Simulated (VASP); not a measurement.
Write the native input for VASP 6.6.1 that does the following.

- Task: single point
- Functional: PBEsol
- Potentials or basis: VASP PAW PBE potentials, release 64 (Au, Al)
- Cutoff: 520 eV
- k mesh: 11 × 11 × 11
- Occupations: fermi-dirac, width 0.05 eV
- Spin: no spin polarisation
- Dipole correction: no
- Further INCAR settings: ALGO = Normal; EDIFF = 1e-06; NBANDS = 20

The structure of AlAu2 lies in POSCAR:

```
AlAu2
1.0
   -1.6602959190      1.6602959190      4.3695503555
    1.6602959190     -1.6602959190      4.3695503555
    1.6602959190      1.6602959190     -4.3695503555
Au Al
2 1
Direct
    0.3437272000      0.3437272000      0.0000000000
    0.6562728000      0.6562728000      0.0000000000
    0.0000000000      0.0000000000      0.0000000000
```

These files were run (other wordings do the same):

INCAR

```
SYSTEM = AlAu2
PREC     = Accurate       ! precision mode
ENCUT    = 520            ! plane-wave cutoff, eV
EDIFF    = 1E-6           ! SCF threshold, eV
ISMEAR   = -1             ! smearing method
SIGMA    = 0.05           ! smearing width, eV
LREAL    = .False.        ! projectors in reciprocal space
LASPH    = .True.         ! aspherical terms in the spheres
NELM     = 60             ! most SCF steps
ALGO     = Normal         ! electronic algorithm
ISIF     = 2              ! what is computed and relaxed
LWAVE    = .False.        ! write WAVECAR
LCHARG   = .True.         ! write CHGCAR
GGA      = PS             ! functional
LELF     = .True.         ! ELF
LVHAR    = .True.       
NBANDS   = 20             ! bands
```

KPOINTS

```
regular mesh
0
Gamma
  11 11 11
  0 0 0
```

Potentials or basis: VASP PAW PBE potentials, release 64 (Au, Al).

Launch:

```console
$ cat potpaw_PBE.64/Au/POTCAR potpaw_PBE.64/Al/POTCAR > POTCAR
$ mpirun -np 1 vasp_std > vasp.out
```

It gave:

The pressure is 0.5 GPa, the largest force is 0.089 eV/Å and the band gap on the k mesh is zero (an odd number of electrons rules out a gap without spin polarisation).

Caveat: the PAW data sets were made with another functional, which shifts forces and pressure a little; spin-orbit coupling is left out, which moves the levels of the heavy elements.

Run time: 78 s on 1 thread of Intel(R) Xeon(R) 6975P-C (Granite Rapids) (shared host), peak memory 0.3 GiB.
